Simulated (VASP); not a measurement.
# Pt (P1) in VASP: notebook

Runs on Pt. Level: PBEsol. Tasks: single point.

Program: VASP 6.6.1. These are calculated values, not measurements. Logs are shortened: lines on timing, memory, paths and dates and some standing lists are left out, and cuts for length are marked.

### Step 1. The cell of the first run

The typed cell holds 4 atoms: a = 5.546 Å, b = 5.546 Å, c = 2.773 Å, α = 60.00°, β = 60.00°, γ = 60.00°.

### Step 2. Single point, PBEsol

The input, INCAR:

```
SYSTEM = Pt
  PREC = Accurate
  ENCUT = 520
  EDIFF = 1E-6
  ISMEAR = -1
  SIGMA = 0.08
  LREAL = .False.
  LASPH = .True.
  NELM = 100
  ALGO = Normal
  ISIF = 2
  LWAVE = .False.
  LCHARG = .False.
  GGA = PS
  NBANDS = 28
```

The input, KPOINTS:

```
regular mesh
0
Gamma
  4 4 8
  0 0 0
```

The input, POSCAR:

```
Pt
1.0
    0.0000000000      3.9218000000      3.9218000000
    3.9218000000      0.0000000000      3.9218000000
    1.9609000000      1.9609000000      0.0000000000
Pt
4
Direct
   -0.0007450660      0.0036993217     -0.0028940792
    0.0011207864      0.5014458922     -0.0127342037
    0.4965900862     -0.0029708297      0.0092549340
    0.5030341935      0.4978256158      0.0063733490
```

Potentials or basis: VASP PAW PBE potentials, release 64 (Pt).

Run with:

```
> cat potpaw_PBE.64/Pt/POTCAR > POTCAR
> mpirun -np 1 vasp_std > vasp.out
```

OUTCAR:

```text
SYSTEM = Pt
   PREC = Accurate
   ENCUT = 520
   EDIFF = 1E-6
   ISMEAR = -1
   LREAL = .False.
   LASPH = .True.
   NELM = 100
   ISIF = 2
   GGA = PS

 ion  position               nearest neighbor table
   1  0.999  0.004  0.997-   4 2.75   3 2.75   2 2.75   3 2.76   2 2.77   2 2.78   3 2.79   2 2.79
                             3 2.80   4 2.80
   2  0.001  0.501  0.987-   4 2.75   1 2.75   4 2.75   1 2.77   3 2.77   3 2.77   1 2.78   1 2.79
                             4 2.79   4 2.80
   3  0.497  0.997  0.009-   1 2.75   4 2.75   1 2.76   4 2.77   2 2.77   2 2.77   4 2.78   1 2.79
                             4 2.79   1 2.80
   4  0.503  0.498  0.006-   2 2.75   1 2.75   2 2.75   3 2.75   3 2.77   3 2.78   3 2.79   2 2.79
                             1 2.80   2 2.80

  LATTYP: Found a base centered orthorhombic cell.
 ALAT       =     5.5462627489
 B/A-ratio  =     1.4142135624
 C/A-ratio  =     0.5000000000

  Lattice vectors:

 A1 = (  -1.9609000000,   1.9609000000,  -3.9218000000)
 A2 = (  -1.9609000000,   1.9609000000,   3.9218000000)
 A3 = (   1.9609000000,   1.9609000000,   0.0000000000)

Analysis of symmetry for initial positions (statically):
=====================================================================
 Subroutine PRICEL returns:
 Original cell was already a primitive cell.

 Routine SETGRP: Setting up the symmetry group for a
 base centered orthorhombic supercell.

 Subroutine GETGRP returns: Found  1 space group operations
 (whereof  1 operations were pure point group operations)
 out of a pool of  8 trial point group operations.

The static configuration has the point symmetry C_1 .

Analysis of symmetry for dynamics (positions and initial velocities):
=====================================================================
 Subroutine PRICEL returns:
 Original cell was already a primitive cell.

 Routine SETGRP: Setting up the symmetry group for a
 base centered orthorhombic supercell.

 Subroutine GETGRP returns: Found  1 space group operations
 (whereof  1 operations were pure point group operations)
 out of a pool of  8 trial point group operations.

The dynamic configuration has the point symmetry C_1 .

 Subroutine INISYM returns: Found  1 space group operations
 (whereof  1 operations are pure point group operations),
 and found     1 'primitive' translations

----------------------------------------------------------------------------------------

                                     Primitive cell

  volume of cell :      60.3193

  direct lattice vectors                    reciprocal lattice vectors
     0.000000000  3.921800000  3.921800000    -0.127492478  0.127492478  0.127492478
     3.921800000  0.000000000  3.921800000     0.127492478 -0.127492478  0.127492478
     1.960900000  1.960900000  0.000000000     0.254984956  0.254984956 -0.254984956

  length of vectors
     5.546262749  5.546262749  2.773131374     0.220823449  0.220823449  0.441646899

  position of ions in fractional coordinates (direct lattice)
     0.999254934  0.003699322  0.997105921
     0.001120786  0.501445892  0.987265796
     0.496590086  0.997029170  0.009254934
     0.503034193  0.497825616  0.006373349

  ion indices of the primitive-cell ions
   primitive index   ion index
                 1           1
                 2           2
                 3           3
                 4           4

----------------------------------------------------------------------------------------

 KPOINTS: regular mesh

Automatic generation of k-mesh.
 Grid dimensions read from file:
 generate k-points for:    4    4    8

 Generating k-lattice:

  Cartesian coordinates                     Fractional coordinates (reciprocal lattice)
    -0.031873119  0.031873119  0.031873119     0.250000000  0.000000000  0.000000000
     0.031873119 -0.031873119  0.031873119     0.000000000  0.250000000  0.000000000
     0.031873119  0.031873119 -0.031873119     0.000000000  0.000000000  0.125000000

  Length of vectors
     0.055205862  0.055205862  0.055205862

  Shift w.r.t. Gamma in fractional coordinates (k-lattice)
     0.000000000  0.000000000  0.000000000

 Subroutine IBZKPT returns following result:
 ===========================================

 Found     68 irreducible k-points:

 Following reciprocal coordinates:
            Coordinates               Weight
  0.000000  0.000000  0.000000      1.000000
  0.250000  0.000000  0.000000      2.000000
  0.000000 -0.250000  0.000000      2.000000
  0.500000  0.000000  0.000000      1.000000
  0.000000  0.500000  0.000000      1.000000
  0.250000  0.250000  0.000000      2.000000
[... 16 lines left out ...]
  0.500000  0.500000  0.125000      2.000000
 -0.250000 -0.250000  0.125000      2.000000
 [... further k-points ...]
   k-points           NKPTS =     68   k-points in BZ     NKDIM =     68   number of bands    NBANDS=     28
   number of dos      NEDOS =    301   number of ions     NIONS =      4
   total plane-waves  NPLWV =  42336
   dimension x,y,z NGX =    42 NGY =   42 NGZ =   24
   dimension x,y,z NGXF=    84 NGYF=   84 NGZF=   48
   ions per type =               4
   NGX,Y,Z   is equivalent  to a cutoff of  12.59, 12.59, 14.39 a.u.
   NGXF,Y,Z  is equivalent  to a cutoff of  25.18, 25.18, 28.78 a.u.
 SYSTEM =  Pt
   PREC   = accura    normal or accurate (medium, high low for compatibility)
   ISTART =      0    job   : 0-new  1-cont  2-samecut
   ICHARG =      2    charge: 1-file 2-atom 10-const
   ISPIN  =      1    spin polarized calculation?
   LNONCOLLINEAR =      F non collinear calculations
   LSORBIT =      F    spin-orbit coupling
   LASPH  =      T    aspherical Exc in radial PAW
   ENCUT  =  520.0 eV  38.22 Ry    6.18 a.u.  10.31 10.31  5.16*2*pi/ulx,y,z
   NELM   =    100;   NELMIN=  2; NELMDL= -5     # of ELM steps
   EDIFF  = 0.1E-05   stopping-criterion for ELM
   LREAL  =      F    real-space projection
   EDIFFG = 0.1E-04   stopping-criterion for IOM
   NSW    =      0    number of steps for IOM
   IBRION =     -1    ionic relax: 0-MD 1-quasi-New 2-CG
   NFREE  =      0    steps in history (QN), initial steepest desc. (CG)
   ISIF   =      2    stress and relaxation
   ISYM   =      2    0-nonsym 1-usesym 2-fastsym
   POTIM  = 0.5000    time-step for ionic-motion
   TEBEG  =    0.0;   TEEND  =   0.0 temperature during run
   PSTRESS=    0.0 pullay stress
   NELECT =      40.0000    total number of electrons
   NUPDOWN=      -1.0000    fix difference up-down
   EMIN   =  10.00;   EMAX   =-10.00  energy-range for DOS
   EFERMI =   0.00;   METHOD = LEGACY
   ISMEAR =    -1;   SIGMA  =   0.08  broadening in eV -4-tet -1-fermi 0-gaus
   EFERMI_NEDOS =   21; number of points for ismear=-14 and -15
   IALGO  =     38    algorithm
   IMIX   =      4    mixing-type and parameters
     AMIX     =   0.40;   BMIX     =  1.00
     AMIX_MAG =   1.60;   BMIX_MAG =  1.00
  volume/ion in A,a.u.               =      15.08       101.76
  Fermi-wavevector in a.u.,A,eV,Ry     =   1.427609  2.697791 27.729605  2.038068
  Thomas-Fermi vector in A             =   2.547760
   LORBIT       =      0    0 simple, 1 ext, 2 COOP (PROOUT), +10 PAW based schemes
   GGA     = PS    functional components
   LHFCALC =     F    Hartree Fock is set to
   AEXX    =    0.0000 exact exchange contribution
   IVDW    =     0    specifies the selected vdW correction
   LEPSILON=     F    determine dielectric tensor
   LRPA    =     F    only Hartree local field effects (RPA)
 non-spin polarized calculation
  energy-cutoff  :      520.00
  volume of cell :       60.32
 maximum number of plane-waves:      1648
 NGX is ok and might be reduce to    42
   NGX = 21   NGY = 21   NGZ = 11

 number of electron      40.0000002 magnetization

 Free energy of the ion-electron system (eV)
  ---------------------------------------------------
  ext. energy  EPLUGINS =         0.00000000
  ---------------------------------------------------
  free energy    TOTEN  =       -27.87032689 eV

  energy without entropy =      -27.72125221  energy(sigma->0) =      -27.79578955

 E-fermi :  11.0194     XC(G=0): -13.6337

 val. band max:       10.8995805125   @ k =   0.0000  -0.2500  -0.3750
 cond. band min:      11.0313848671   @ k =   0.5000   0.5000   0.3750
 fundamental gap:      0.1318043546
 Fermi energy:        11.0193666646

 k-point     1 :       0.0000    0.0000    0.0000
  band No.  band energies     occupation
      1       0.8020      2.00000
      2       3.7156      2.00000
      3       3.7174      2.00000
      4       3.9751      2.00000
      5       4.4331      2.00000
      6       7.2048      2.00000
[... 20 lines left out ...]
     27      19.9057      0.00000
     28      22.4427      0.00000

 k-point     2 :       0.2500    0.0000    0.0000
  band No.  band energies     occupation
      1       1.4131      2.00000
      2       3.6641      2.00000
      3       4.1818      2.00000
      4       4.3292      2.00000
      5       4.8018      2.00000
      6       6.8349      2.00000
[... 20 lines left out ...]
     27      19.8850      0.00000
     28      22.8084      0.00000

 k-point     3 :       0.0000   -0.2500    0.0000
  band No.  band energies     occupation
      1       1.4130      2.00000
      2       3.6638      2.00000
      3       4.1844      2.00000
      4       4.3277      2.00000
      5       4.8017      2.00000
      6       6.8388      2.00000
[... 20 lines left out ...]
     27      19.8819      0.00000
     28      22.8101      0.00000

 k-point     4 :       0.5000    0.0000    0.0000
  band No.  band energies     occupation
      1       2.8494      2.00000
      2       2.8561      2.00000
      3       4.7756      2.00000
      4       4.8081      2.00000
      5       5.9073      2.00000
      6       5.9923      2.00000
[... 578 lines left out ...]
     27      21.5380      0.00000
     28      23.4332      0.00000

 k-point    23 :       0.5000    0.5000    0.1250
  band No.  band energies     occupation
      1       2.8496      2.00000
      2       4.4425      2.00000
      3       4.9683      2.00000
      4       4.9742      2.00000
      5       5.4181      2.00000
      6       6.3427      2.00000
[... 20 lines left out ...]
     27      23.4801      0.00000
     28      25.4491      0.00000

 k-point    24 :      -0.2500   -0.2500    0.1250
  band No.  band energies     occupation
      1       2.8496      2.00000
      2       4.4421      2.00000
      3       4.9682      2.00000
      4       4.9739      2.00000
      5       5.4175      2.00000
      6       6.3400      2.00000
[... 20 lines left out ...]
     27      23.4791      0.00000
     28      25.4435      0.00000

 [... further k-points ...]

------------------------ aborting loop because EDIFF is reached ----------------------------------------

  FORCE on cell =-STRESS in cart. coord.  units (eV):
  Direction    XX          YY          ZZ          XY          YZ          ZX
  --------------------------------------------------------------------------------------
  -------------------------------------------------------------------------------------
  Total       -0.5299320     -0.5563889     -0.5322596     -0.0263083      0.0145082     -0.0161953
  in kB      -14.0758428    -14.7785795    -14.1376664     -0.6987904      0.3853614     -0.4301737
  external PRESSURE =     -14.3306962 kB  Pullay stress =       0.0000000 kB

 VOLUME and BASIS-vectors are now :
 -----------------------------------------------------------------------------
  energy-cutoff  :      520.00
  volume of cell :       60.32
      direct lattice vectors                 reciprocal lattice vectors
     0.000000000  3.921800000  3.921800000    -0.127492478  0.127492478  0.127492478
     3.921800000  0.000000000  3.921800000     0.127492478 -0.127492478  0.127492478
     1.960900000  1.960900000  0.000000000     0.254984956  0.254984956 -0.254984956

 POSITION                                       TOTAL-FORCE (eV/Angst)
 -----------------------------------------------------------------------------------
      1.96973      5.87410      3.93339        -0.104561      0.025691     -0.261811
      3.90250      1.94033      1.97097         0.196485      0.151662      0.093338
      3.92830      1.96568      5.85768        -0.040504      0.041039      0.313221
      1.96487      1.98530      3.92517        -0.051420     -0.218392     -0.144748
 -----------------------------------------------------------------------------------
    total drift:                                0.000022      0.000019      0.000029

  FREE ENERGIE OF THE ION-ELECTRON SYSTEM (eV)
  ---------------------------------------------------
  free  energy   TOTEN  =       -27.8703268889 eV

  energy  without entropy=      -27.7212522147  energy(sigma->0) =      -27.79578955
```

Run time: 1.9 min. Hardware: 1 thread of Intel Xeon 6975P-C (Granite Rapids), shared host; peak memory 0.23 GiB.

What came out:

| Property | Result |
| --- | --- |
| Free energy | -27.8703 eV |
| Pressure | -1.4 GPa |
| Largest force | 0.318 eV/Å |
| Band gap on the k mesh | zero (band 20 reaches 11.56 eV, above the bottom of band 21 at 10.18 eV) |

Forces in eV/Å, atoms in the order of the input:
```
Pt  -0.105  0.026 -0.262
Pt   0.196  0.152  0.093
Pt  -0.041  0.041  0.313
Pt  -0.051 -0.218 -0.145
```

Caveat: the PAW data sets were made with another functional, which shifts forces and pressure a little; spin-orbit coupling is left out, which moves the levels of the heavy elements.

[end of part 1 of 2]
